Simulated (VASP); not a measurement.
Crystal: Ti7Si16.

```
CELL_PARAMETERS angstrom
0.00000 0.00000 -7.15844
-1.77380 -6.78034 -3.57922
-7.09522 0.00000 -3.57922
ATOMIC_POSITIONS crystal
Ti 0.20445 0.78795 0.05957
Ti 0.69867 0.79399 0.05316
Ti 0.45793 0.79294 0.54957
Ti 0.04881 0.20822 0.44868
Ti 0.54983 0.20750 0.44392
Ti 0.79592 0.20861 0.94838
Ti 0.29187 0.20593 0.94976
Si 0.45796 0.11882 0.22155
Si 0.95966 0.11545 0.21823
Si 0.20521 0.12181 0.72284
Si 0.70670 0.11618 0.72449
Si 0.79852 0.87929 0.27706
Si 0.29533 0.88374 0.27348
Si 0.54381 0.88201 0.77953
Si 0.04013 0.88209 0.78166
Si 0.68674 0.50025 0.37173
Si 0.18674 0.50274 0.37369
Si 0.43810 0.49902 0.87439
Si 0.94062 0.49865 0.87445
Si 0.56234 0.50377 0.12156
Si 0.06354 0.50061 0.12600
Si 0.30935 0.49696 0.62520
Si 0.81802 0.49527 0.62812
```

```yaml
Program: VASP 6.6.1
Task: relaxation of cell and atoms
Functional: PBE
Potentials_or_basis: VASP PAW PBE potentials, release 64 (Ti_sv, Si)
Cutoff: 600 eV
k_mesh: 2 × 2 × 2, shifted
Occupations: gaussian, width 0.1 eV
Spin: no spin polarisation
```

At the start: pressure -0.4 GPa; volume 14.97 Å³/atom.

**Question.** Where does the relaxation end?

**Answer.** Over 12 steps the energy falls by 22.9 meV/atom and the volume is 14.76 Å³/atom (-1.5 %); space group Cm (No. 8, to 0.05 Å).

The path:
| step | energy change (eV) | largest force (eV/Å) | pressure (GPa) | volume (Å³) |
| --- | --- | --- | --- | --- |
| 1 | 0.0000 | 1.1381 | -0.37 | 344.38 |
| 2 | -0.3000 | 0.6292 | -0.26 | 342.67 |
| 3 | -0.3680 | 0.6109 | 0.01 | 341.36 |
| 4 | -0.4646 | 0.2863 | -0.20 | 340.82 |
| 5 | -0.4743 | 0.3056 | -0.25 | 340.58 |
| 6 | -0.5140 | 0.1518 | 0.19 | 338.91 |
| 7 | -0.5154 | 0.1450 | 0.30 | 338.53 |
| 8 | -0.5219 | 0.1009 | -0.27 | 340.00 |
| 9 | -0.5220 | 0.0963 | -0.33 | 340.13 |
| 10 | -0.5250 | 0.0434 | 0.15 | 339.04 |
| 11 | -0.5251 | 0.0438 | 0.07 | 339.21 |
| 12 | -0.5262 | 0.0370 | 0.01 | 339.37 |

Final structure:
```
CELL_PARAMETERS angstrom
0.00029 -0.00036 -7.11865
-1.76247 -6.73995 -3.55969
-7.07184 0.00544 -3.55902
ATOMIC_POSITIONS crystal
Ti 0.20115 0.79879 0.04953
Ti 0.70019 0.79983 0.05068
Ti 0.45262 0.79609 0.54950
Ti 0.05311 0.20624 0.45003
Ti 0.54154 0.20623 0.44998
Ti 0.79909 0.20928 0.94710
Ti 0.29535 0.20931 0.94706
Si 0.46122 0.10939 0.21918
Si 0.95438 0.11666 0.22542
Si 0.21034 0.10285 0.72724
Si 0.70895 0.11603 0.71691
Si 0.80176 0.87338 0.29479
Si 0.28116 0.87351 0.29465
Si 0.56768 0.87080 0.76794
Si 0.04446 0.87079 0.76795
Si 0.68908 0.49784 0.37475
Si 0.18283 0.51073 0.37438
Si 0.43934 0.49803 0.87409
Si 0.93505 0.50920 0.87134
Si 0.56256 0.50189 0.12426
Si 0.06218 0.50190 0.12418
Si 0.30467 0.51154 0.62307
Si 0.81154 0.51149 0.62297
```

Caveat: the k points lie up to 0.52 Å⁻¹ apart in the final cell.
